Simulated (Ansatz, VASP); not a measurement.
**One calculation of SiC, two programs**

```
Si C
1.0
     0.00000    2.19343    2.19343
     2.19343    0.00000    2.19343
     2.19343    2.19343    0.00000
Si C
1 1
Direct
  0.00000 0.00000 0.00000
  0.75000 0.75000 0.75000
```

Alike in both runs: task single point; functional r2SCAN; dispersion rVV10; k mesh 10 × 10 × 10; occupations fermi-dirac, width 0.05 eV; no spin polarisation.

```csv
,VASP,Ansatz
version,VASP 6.6.1,Ansatz 0.2.0
potentials or method,"VASP PAW PBE potentials, release 64 (Si, C)",Ansatz PAW
plane-wave cutoff (eV),660,500
valence electrons in the cell,8,8
```

VASP gave:

- gap on the k mesh at the Fermi level (eV): 1.70
- least direct gap on the mesh (eV): 5.00
- pressure (GPa): -5.5

Q: Which values does Ansatz return?

A: gap on the k mesh at the Fermi level (eV): 1.69; least direct gap on the mesh (eV): 4.99; pressure (GPa): -5.2.

VASP's potentials were made for PBE, not for r2SCAN.
